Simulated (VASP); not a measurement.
Here is a VASP 6.6.1 calculation.

Contents of POSCAR:

```
Na2BrF
1.0
    3.8886856644      0.0000000000      0.0000000000
    0.0000000000      3.8886856644      0.0000000000
    0.0000000000      0.0000000000      5.4305677961
F Na Br
1 2 1
Direct
    0.0000000000      0.0000000000      0.0000000000
    0.0000000000      0.0000000000      0.5000000000
    0.5000000000      0.5000000000      0.0000000000
    0.5000000000      0.5000000000      0.5000000000
```

Contents of INCAR.step1:

```
PREC = Accurate
ENCUT = 660
ISMEAR = 0
SIGMA = 0.01
LREAL = False
LASPH = True
NELM = 120
NBANDS = 22
GGA = PE
ALGO = Normal
EDIFF = 1E-5
LWAVE = True
LCHARG = False
GGA_COMPAT = False
```

The input INCAR.step2:

```
PREC = Accurate
ENCUT = 660
EDIFF = 1E-6
ISMEAR = 0
SIGMA = 0.01
LREAL = False
LASPH = True
NELM = 120
ALGO = Normal
ISIF = 2
LWAVE = False
LCHARG = False
METAGGA = R2SCAN
LMIXTAU = True
NBANDS = 22
ISTART = 1
GGA_COMPAT = False
```

The input KPOINTS:

```
regular mesh
0
Gamma
  4 4 2
```

Potentials or basis: VASP PAW PBE potentials, release 64 (F, Na_pv, Br).

Launch:

```bash
$ cat potpaw_PBE.64/F/POTCAR potpaw_PBE.64/Na_pv/POTCAR potpaw_PBE.64/Br/POTCAR > POTCAR
$ cp INCAR.step1 INCAR
$ mpirun -np 1 vasp_std > vasp.out
$ cp INCAR.step2 INCAR
$ mpirun -np 1 vasp_std > vasp.out
```

Question: Estimate the pressure.

Answer: -0.3 GPa.

Question: Predict the band gap on the k mesh.

Answer: 5.40 eV.

Caveat: the k points lie up to 0.58 Å⁻¹ apart; the PAW data sets were made with another functional, which shifts forces and pressure a little.
